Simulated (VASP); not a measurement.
# Hg (R-3m) in VASP: single point with PBEsol

Aim: the single point of Hg with PBEsol.

Everything below comes from runs of VASP 6.6.1. Logs are shortened: lines on timing, memory, paths and dates and some standing lists are left out, and cuts for length are marked.

**1. The cell of the first run**

Symmetry: R-3m, No. 166, trigonal system. Conventional cell: a = 3.460 Å, b = 3.460 Å, c = 6.702 Å, α = 90.00°, β = 90.00°, γ = 120.00°. Within 3.9 Å of Hg (site symmetry -3m) lie 12 Hg at 3.00 to 3.46 Å.

**2. Single point, PBEsol**

INCAR

```
SYSTEM = Hg
  PREC = Accurate
  ENCUT = 520
  EDIFF = 1E-6
  ISMEAR = 0
  SIGMA = 0.15
  LREAL = .False.
  LASPH = .True.
  NELM = 100
  ALGO = Fast
  ISIF = 2
  LWAVE = .False.
  LCHARG = .False.
  GGA = PS
  NBANDS = 12
```

KPOINTS

```
Automatic mesh
0
Gamma
  21 21 21
  0 0 0
```

POSCAR

```
Hg
1.0
    1.7300004553      0.9988162286      2.2340000000
   -1.7300004553      0.9988162286      2.2340000000
    0.0000000000     -1.9976324571      2.2340000000
Hg
1
Direct
    0.0000000000      0.0000000000      0.0000000000
```

Potentials or basis: VASP PAW PBE potentials, release 64 (Hg).

The run is started by

```
$ cat potpaw_PBE.64/Hg/POTCAR > POTCAR
$ mpirun -np 1 vasp_std > vasp.out
```

OUTCAR:

```text
SYSTEM = Hg
   PREC = Accurate
   ENCUT = 520
   EDIFF = 1E-6
   ISMEAR = 0
   LREAL = .False.
   LASPH = .True.
   NELM = 100
   ISIF = 2
   GGA = PS

 ion  position               nearest neighbor table
   1  0.000  0.000  0.000-

  LATTYP: Found a trigonal (rhomboedric) cell.
 ALAT       =     2.9968802835
 COS(alpha) =     0.3335253405

  Lattice vectors:

 A1 = (   1.7300004553,   0.9988162286,   2.2340000000)
 A2 = (  -1.7300004553,   0.9988162286,   2.2340000000)
 A3 = (   0.0000000000,  -1.9976324571,   2.2340000000)

Analysis of symmetry for initial positions (statically):
=====================================================================
 Subroutine PRICEL returns:
 Original cell was already a primitive cell.

 Routine SETGRP: Setting up the symmetry group for a
 trigonal (rhombohedral) supercell.

 Subroutine GETGRP returns: Found 12 space group operations
 (whereof 12 operations were pure point group operations)
 out of a pool of 12 trial point group operations.

The static configuration has the point symmetry D_3d.

Analysis of symmetry for dynamics (positions and initial velocities):
=====================================================================
 Subroutine PRICEL returns:
 Original cell was already a primitive cell.

 Routine SETGRP: Setting up the symmetry group for a
 trigonal (rhombohedral) supercell.

 Subroutine GETGRP returns: Found 12 space group operations
 (whereof 12 operations were pure point group operations)
 out of a pool of 12 trial point group operations.

The dynamic configuration has the point symmetry D_3d.

 Subroutine INISYM returns: Found 12 space group operations
 (whereof 12 operations are pure point group operations),
 and found     1 'primitive' translations

----------------------------------------------------------------------------------------

                                     Primitive cell

  volume of cell :      23.1615

  direct lattice vectors                    reciprocal lattice vectors
     1.730000455  0.998816229  2.234000000     0.289017265  0.166864196  0.149209191
    -1.730000455  0.998816229  2.234000000    -0.289017265  0.166864196  0.149209191
     0.000000000 -1.997632457  2.234000000     0.000000000 -0.333728391  0.149209191

  length of vectors
     2.996880284  2.996880284  2.996880284     0.365565346  0.365565346  0.365565346

  position of ions in fractional coordinates (direct lattice)
     0.000000000  0.000000000  0.000000000

  ion indices of the primitive-cell ions
   primitive index   ion index
                 1           1

----------------------------------------------------------------------------------------

 KPOINTS: Automatic mesh

Automatic generation of k-mesh.
 Grid dimensions read from file:
 generate k-points for:   21   21   21

 Generating k-lattice:

  Cartesian coordinates                     Fractional coordinates (reciprocal lattice)
     0.013762727  0.007945914  0.007105200     0.047619048  0.000000000  0.000000000
    -0.013762727  0.007945914  0.007105200     0.000000000  0.047619048  0.000000000
     0.000000000 -0.015891828  0.007105200     0.000000000  0.000000000  0.047619048

  Length of vectors
     0.017407874  0.017407874  0.017407874

  Shift w.r.t. Gamma in fractional coordinates (k-lattice)
     0.000000000  0.000000000  0.000000000

 Subroutine IBZKPT returns following result:
 ===========================================

 Found    891 irreducible k-points:

 Following reciprocal coordinates:
            Coordinates               Weight
  0.000000  0.000000  0.000000      1.000000
  0.047619  0.000000  0.000000      6.000000
  0.095238  0.000000  0.000000      6.000000
  0.142857 -0.000000  0.000000      6.000000
  0.190476  0.000000  0.000000      6.000000
  0.238095  0.000000  0.000000      6.000000
[... 16 lines left out ...]
 -0.428571  0.047619 -0.000000     12.000000
 -0.380952  0.047619  0.000000     12.000000
 [... further k-points ...]
   k-points           NKPTS =    891   k-points in BZ     NKDIM =    891   number of bands    NBANDS=     12
   number of dos      NEDOS =    301   number of ions     NIONS =      1
   total plane-waves  NPLWV =  13824
   dimension x,y,z NGX =    24 NGY =   24 NGZ =   24
   dimension x,y,z NGXF=    48 NGYF=   48 NGZF=   48
   ions per type =               1
   NGX,Y,Z   is equivalent  to a cutoff of  13.31, 13.31, 13.31 a.u.
   NGXF,Y,Z  is equivalent  to a cutoff of  26.63, 26.63, 26.63 a.u.
 SYSTEM =  Hg
   PREC   = accura    normal or accurate (medium, high low for compatibility)
   ISTART =      0    job   : 0-new  1-cont  2-samecut
   ICHARG =      2    charge: 1-file 2-atom 10-const
   ISPIN  =      1    spin polarized calculation?
   LNONCOLLINEAR =      F non collinear calculations
   LSORBIT =      F    spin-orbit coupling
   LASPH  =      T    aspherical Exc in radial PAW
   ENCUT  =  520.0 eV  38.22 Ry    6.18 a.u.   5.57  5.57  5.57*2*pi/ulx,y,z
   NELM   =    100;   NELMIN=  2; NELMDL= -5     # of ELM steps
   EDIFF  = 0.1E-05   stopping-criterion for ELM
   LREAL  =      F    real-space projection
[... 7 lines left out ...]
   TEBEG  =    0.0;   TEEND  =   0.0 temperature during run
   PSTRESS=    0.0 pullay stress
   NELECT =      12.0000    total number of electrons
   NUPDOWN=      -1.0000    fix difference up-down
   EMIN   =  10.00;   EMAX   =-10.00  energy-range for DOS
   EFERMI =   0.00;   METHOD = LEGACY
   ISMEAR =     0;   SIGMA  =   0.15  broadening in eV -4-tet -1-fermi 0-gaus
   EFERMI_NEDOS =   21; number of points for ismear=-14 and -15
   IALGO  =     68    algorithm
   IMIX   =      4    mixing-type and parameters
     AMIX     =   0.40;   BMIX     =  1.00
     AMIX_MAG =   1.60;   BMIX_MAG =  1.00
  volume/ion in A,a.u.               =      23.16       156.30
  Fermi-wavevector in a.u.,A,eV,Ry     =   1.314861  2.484727 23.522560  1.728859
  Thomas-Fermi vector in A             =   2.445084
   LORBIT       =      0    0 simple, 1 ext, 2 COOP (PROOUT), +10 PAW based schemes
   GGA     = PS    functional components
   LHFCALC =     F    Hartree Fock is set to
   AEXX    =    0.0000 exact exchange contribution
   IVDW    =     0    specifies the selected vdW correction
   LEPSILON=     F    determine dielectric tensor
   LRPA    =     F    only Hartree local field effects (RPA)
 non-spin polarized calculation
 RMM-DIIS sequential band-by-band and
 Gauss-broadening in eV      SIGMA  =   0.15
  energy-cutoff  :      520.00
  volume of cell :       23.16
 maximum number of plane-waves:       644
   NGX = 11   NGY = 11   NGZ = 11

 number of electron      12.0000003 magnetization

 Free energy of the ion-electron system (eV)
  ---------------------------------------------------
  ext. energy  EPLUGINS =         0.00000000
  ---------------------------------------------------
  free energy    TOTEN  =        -0.55777880 eV

  energy without entropy =       -0.55400806  energy(sigma->0) =       -0.55589343

 E-fermi :   2.7519     XC(G=0): -11.1301

 val. band max:        2.7490829347   @ k =  -0.4762   0.2381  -0.0000
 cond. band min:       2.7550877245   @ k =  -0.4762  -0.4762   0.3810
 fundamental gap:      0.0060047899
 Fermi energy:         2.7519135571

 k-point     1 :       0.0000    0.0000    0.0000
  band No.  band energies     occupation
      1      -6.6257      2.00000
      2      -4.9963      2.00000
      3      -4.9963      2.00000
      4      -3.6736      2.00000
      5      -3.4973      2.00000
      6      -3.4973      2.00000
      7      14.9406      0.00000
      8      15.4137      0.00000
      9      15.4137      0.00000
     10      19.8652      0.00000
     11      21.1761      0.00000
     12      21.1761      0.00000

 k-point     2 :       0.0476    0.0000    0.0000
  band No.  band energies     occupation
      1      -6.5734      2.00000
      2      -4.9925      2.00000
      3      -4.9813      2.00000
      4      -3.6727      2.00000
      5      -3.5045      2.00000
      6      -3.5000      2.00000
      7      14.6592      0.00000
      8      15.1204      0.00000
      9      15.4454      0.00000
     10      20.1663      0.00000
     11      21.1493      0.00000
     12      21.4572      0.00000

 k-point     3 :       0.0952    0.0000    0.0000
  band No.  band energies     occupation
      1      -6.4224      2.00000
      2      -4.9823      2.00000
      3      -4.9326      2.00000
      4      -3.6683      2.00000
      5      -3.5238      2.00000
      6      -3.5067      2.00000
      7      13.3764      0.00000
      8      15.1572      0.00000
      9      15.5321      0.00000
     10      20.4539      0.00000
     11      21.0732      0.00000
     12      22.3717      0.00000

 k-point     4 :       0.1429   -0.0000    0.0000
  band No.  band energies     occupation
      1      -6.1953      2.00000
      2      -4.9692      2.00000
      3      -4.8340      2.00000
      4      -3.6576      2.00000
      5      -3.5499      2.00000
      6      -3.5135      2.00000
      7      11.8077      0.00000
      8      15.2755      0.00000
      9      15.6480      0.00000
     10      20.5819      0.00000
     11      20.9646      0.00000
     12      22.7134      0.00000

 k-point     5 :       0.1905    0.0000    0.0000
  band No.  band energies     occupation
      1      -5.9433      2.00000
      2      -4.9581      2.00000
      3      -4.6424      2.00000
      4      -3.6424      2.00000
      5      -3.5752      2.00000
      6      -3.5106      2.00000
      7      10.1739      0.00000
      8      15.3909      0.00000
      9      15.7544      0.00000
     10      20.6823      0.00000
     11      20.8599      0.00000
     12      22.1419      0.00000

 k-point     6 :       0.2381    0.0000    0.0000
  band No.  band energies     occupation
      1      -5.7423      2.00000
      2      -4.9538      2.00000
      3      -4.2885      2.00000
      4      -3.6347      2.00000
      5      -3.5925      2.00000
      6      -3.4808      2.00000
      7       8.5439      0.00000
      8      15.4594      0.00000
      9      15.8100      0.00000
     10      20.7278      0.00000
     11      20.8063      0.00000
     12      21.7032      0.00000

 k-point     7 :       0.2857   -0.0000   -0.0000
  band No.  band energies     occupation
      1      -5.6318      2.00000
      2      -4.9587      2.00000
      3      -3.7416      2.00000
      4      -3.6345      2.00000
      5      -3.5976      2.00000
      6      -3.4188      2.00000
      7       6.9493      0.00000
      8      15.4567      0.00000
      9      15.7912      0.00000
     10      20.6227      0.00000
     11      20.8328      0.00000
     12      21.3828      0.00000

 k-point     8 :       0.3333   -0.0000   -0.0000
  band No.  band energies     occupation
      1      -5.5898      2.00000
      2      -4.9718      2.00000
      3      -3.6570      2.00000
      4      -3.5909      2.00000
      5      -3.3416      2.00000
      6      -2.9986      2.00000
      7       5.4083      0.00000
      8      15.3886      0.00000
      9      15.7069      0.00000
     10      20.4292      0.00000
     11      20.9264      0.00000
     12      21.0102      0.00000
[... 166 lines left out ...]
 k-point    20 :       0.4286    0.0476    0.0000
  band No.  band energies     occupation
      1      -5.5507      2.00000
      2      -4.9876      2.00000
      3      -3.6731      2.00000
      4      -3.6289      2.00000
      5      -3.2467      2.00000
      6      -1.2593      2.00000
      7       2.9001      0.16236
      8      15.1247      0.00000
      9      15.4194      0.00000
     10      19.9357      0.00000
     11      20.5273      0.00000
     12      21.3459      0.00000

 k-point    21 :       0.4762    0.0476    0.0000
  band No.  band energies     occupation
      1      -5.5590      2.00000
      2      -4.9999      2.00000
      3      -3.6825      2.00000
      4      -3.5989      2.00000
      5      -3.1993      2.00000
      6      -0.1826      2.00000
      7       1.5603      2.00000
      8      14.9837      0.00000
      9      15.2140      0.00000
     10      19.7893      0.00000
     11      20.6091      0.00000
     12      21.4467      0.00000

 k-point    22 :      -0.4762    0.0476   -0.0000
  band No.  band energies     occupation
      1      -5.5622      2.00000
      2      -5.0030      2.00000
      3      -3.6876      2.00000
      4      -3.5805      2.00000
      5      -3.1839      2.00000
      6       0.3001      2.00000
      7       1.0132      2.00000
      8      14.7026      0.00000
      9      15.2923      0.00000
     10      19.7811      0.00000
     11      20.6261      0.00000
     12      21.5405      0.00000

 k-point    23 :      -0.4286    0.0476   -0.0000
  band No.  band energies     occupation
      1      -5.5589      2.00000
      2      -4.9964      2.00000
      3      -3.6874      2.00000
      4      -3.5755      2.00000
      5      -3.2029      2.00000
      6      -0.8385      2.00000
      7       2.2860      1.99999
      8      14.4896      0.00000
      9      15.4498      0.00000
     10      19.9152      0.00000
     11      20.6182      0.00000
     12      21.6279      0.00000

 k-point    24 :      -0.3810    0.0476    0.0000
  band No.  band energies     occupation
      1      -5.5527      2.00000
      2      -4.9824      2.00000
      3      -3.6817      2.00000
      4      -3.5828      2.00000
      5      -3.2546      2.00000
      6      -1.8662      2.00000
      7       3.6511      0.00000
      8      14.3493      0.00000
      9      15.6550      0.00000
     10      20.1888      0.00000
     11      20.5718      0.00000
     12      21.7427      0.00000

 [... further k-points ...]

------------------------ aborting loop because EDIFF is reached ----------------------------------------

  FORCE on cell =-STRESS in cart. coord.  units (eV):
  Direction    XX          YY          ZZ          XY          YZ          ZX
  --------------------------------------------------------------------------------------
  -------------------------------------------------------------------------------------
  Total        0.2107084      0.2107084      0.2021855      0.0000000      0.0000000      0.0000000
  in kB       14.5755902     14.5755902     13.9860247      0.0000000      0.0000000      0.0000000
  external PRESSURE =      14.3790684 kB  Pullay stress =       0.0000000 kB

 VOLUME and BASIS-vectors are now :
 -----------------------------------------------------------------------------
  energy-cutoff  :      520.00
  volume of cell :       23.16
      direct lattice vectors                 reciprocal lattice vectors
     1.730000455  0.998816229  2.234000000     0.289017265  0.166864196  0.149209191
    -1.730000455  0.998816229  2.234000000    -0.289017265  0.166864196  0.149209191
     0.000000000 -1.997632457  2.234000000     0.000000000 -0.333728391  0.149209191

 POSITION                                       TOTAL-FORCE (eV/Angst)
 -----------------------------------------------------------------------------------
      0.00000      0.00000      0.00000         0.000000      0.000000      0.000000
 -----------------------------------------------------------------------------------
    total drift:                               -0.000000     -0.000000     -0.000000

  FREE ENERGIE OF THE ION-ELECTRON SYSTEM (eV)
  ---------------------------------------------------
  free  energy   TOTEN  =        -0.5577787950 eV

  energy  without entropy=       -0.5540080594  energy(sigma->0) =       -0.55589343
```

Run time: 3.7 min. Hardware: 1 thread of Intel Xeon 8259CL, shared host; peak memory 0.34 GiB.

Results:

| Quantity | Value |
| --- | --- |
| Free energy | -0.5578 eV |
| Pressure | 1.4 GPa |
| Band gap on the k mesh | zero (bands 6 and 7 overlap by 3.25 eV) |

Levels at points of the mesh, in eV from the Fermi level:
| k point | band 3 | band 4 | band 5 | band 6 | band 7 | band 8 | band 9 | band 10 |
| --- | --- | --- | --- | --- | --- | --- | --- | --- |
| (0.00, 0.00, 0.00) | -7.75 | -6.43 | -6.25 | -6.25 | 12.19 | 12.66 | 12.66 | 17.11 |

Caveat: the PAW data sets were made with another functional, which shifts forces and pressure a little; spin-orbit coupling is left out, which moves the levels of the heavy elements.
